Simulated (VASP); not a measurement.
Write the native input for VASP 6.6.1 that does the following.

- Task: single point
- Functional: PBE
- Potentials or basis: VASP PAW PBE potentials, release 64 (Na_pv, Sr_sv, Sc_sv)
- Cutoff: 520 eV
- k mesh: 8 × 8 × 4
- Occupations: gaussian, width 0.1 eV
- Spin: no spin polarisation
- Dipole correction: no
- Further INCAR settings: ALGO = Fast; EDIFF = 1e-06; NBANDS = 37

The structure of NaSrSc lies in POSCAR:

```
NaSrSc
1.0
    4.9170354209      0.0000000000      0.0000000000
    0.0000000000      4.9170354209      0.0000000000
    0.0000000000      0.0000000000      9.1996934299
Na Sr Sc
2 2 2
Direct
    0.5000000000      0.0000000000      0.2534420436
    0.0000000000      0.5000000000      0.7465579564
    0.5000000000      0.0000000000      0.6736892780
    0.0000000000      0.5000000000      0.3263107220
    0.0000000000      0.0000000000      0.0000000000
    0.5000000000      0.5000000000      0.0000000000
```

These files were run (other wordings do the same):

INCAR

```
PREC = Accurate ; ENCUT = 520
EDIFF = 1E-6 ; ISMEAR = 0
SIGMA = 0.1 ; LREAL = False
LASPH = True ; NELM = 60
ALGO = Fast ; ISIF = 2
LWAVE = False ; LCHARG = False
GGA = PE ; NBANDS = 37
```

KPOINTS

```
Automatic mesh
0
Gamma
  8 8 4
```

Potentials or basis: VASP PAW PBE potentials, release 64 (Na_pv, Sr_sv, Sc_sv).

Command:

```sh
$ cat potpaw_PBE.64/Na_pv/POTCAR potpaw_PBE.64/Sr_sv/POTCAR potpaw_PBE.64/Sc_sv/POTCAR > POTCAR
$ mpirun -np 1 vasp_std > vasp.out
```

Results of the run:

```
Pressure               : 0.0 GPa
Largest force          : 0.045 eV/Å
Band gap on the k mesh : zero (bands 28 and 29 overlap by 0.19 eV)
```

Run time: 19 min on 1 thread of Intel(R) Xeon(R) Platinum 8259CL CPU @ 2.50GHz (Skylake/Cascade Lake) (shared host), peak memory 0.55 GiB.
